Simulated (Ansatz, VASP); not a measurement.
**Sb: VASP beside Ansatz**

File INCAR:

```
ALGO = Normal ; EDIFF = 1E-6
ENCUT = 500 ; GGA = PS
GGA_COMPAT = False ; ISIF = 2
ISMEAR = -1 ; LASPH = True
LCHARG = True ; LELF = True
LREAL = False ; LVHAR = True
LWAVE = False ; NBANDS = 22
NELM = 120 ; PREC = Accurate
SIGMA = 0.1
```

File KPOINTS:

```
k-points
0
Gamma
  13 13 7
```

Contents of POSCAR:

```
Sb
1.0
    2.4750484877      0.0000000000      0.0000000000
   -1.2375242438      2.1434548659      0.0000000000
    0.0000000000      0.0000000000      3.9396567784
Sb
2
Direct
    0.3333333333      0.6666666667      0.2500000000
    0.6666666667      0.3333333333      0.7500000000
```

Input for Ansatz:

```yaml
crystal:
  lattice:
    - [2.4750484877, 0.0, 0.0]
    - [-1.2375242438, 2.1434548659, 0.0]
    - [0.0, 0.0, 3.9396567784]
  atoms:
    - { symbol: Sb, position: [0.3333333333, 0.6666666667, 0.25] }
    - { symbol: Sb, position: [0.6666666667, 0.3333333333, 0.75] }
kpoints:
  mp_grid: { grid: [13, 13, 7] }
  band_path:
    path:
      - [0.0, 0.0, 0.0]
      - [0.5, 0.0, 0.0]
      - [0.3333333333, 0.3333333333, 0.0]
      - [0.0, 0.0, 0.0]
      - [0.0, 0.0, 0.5]
      - [0.5, 0.0, 0.5]
      - [0.3333333333, 0.3333333333, 0.5]
      - [0.0, 0.0, 0.5]
      - [0.5, 0.0, 0.5]
    npoints: 8
scf:
  occupations: { method: fermi_dirac, width: 0.1 }
hamiltonian:
  xc: pbesol
  pseudopotentials: { kind: paw }
output:
  forces: true
  stress: true
  eigenvalues: true
  populations: true
  dos: { projected: true, de: 0.2, e_range: [-14, 8] }
```

Change from the starting cell: volume scaled by 0.4, PAW files.

Alike in both runs: task single point; functional PBEsol; k mesh 13 × 13 × 7; occupations fermi-dirac, width 0.1 eV; no spin polarisation.

|  | VASP | Ansatz |
| --- | --- | --- |
| version | VASP 6.6.1 | Ansatz 0.2.0 |
| potentials or method | VASP PAW PBE potentials, release 64 (Sb_d_GW) | PAW with Ansatz's default frozen-core files, scalar-relativistic |
| plane-wave cutoff (eV) | 500 | 420 |
| valence electrons in the cell | 30 | 30 |

|  | VASP | Ansatz | Ansatz less VASP |
| --- | --- | --- | --- |
| pressure (GPa) | 515.2 | 513.8 | -1.42 |
| traceless stress, the component that is largest in VASP (GPa) | 0.16 | 0.32 | +0.160 |

VASP's potentials were made for PBE, not for PBEsol. Both programs put the cell under a high pressure, so it lies far from rest at this level. With one functional, cell and mesh, what is left measures potentials, basis and numerics.

Neither program's run includes spin-orbit coupling. Noted on VASP's run: the cell as given lies far from equilibrium.
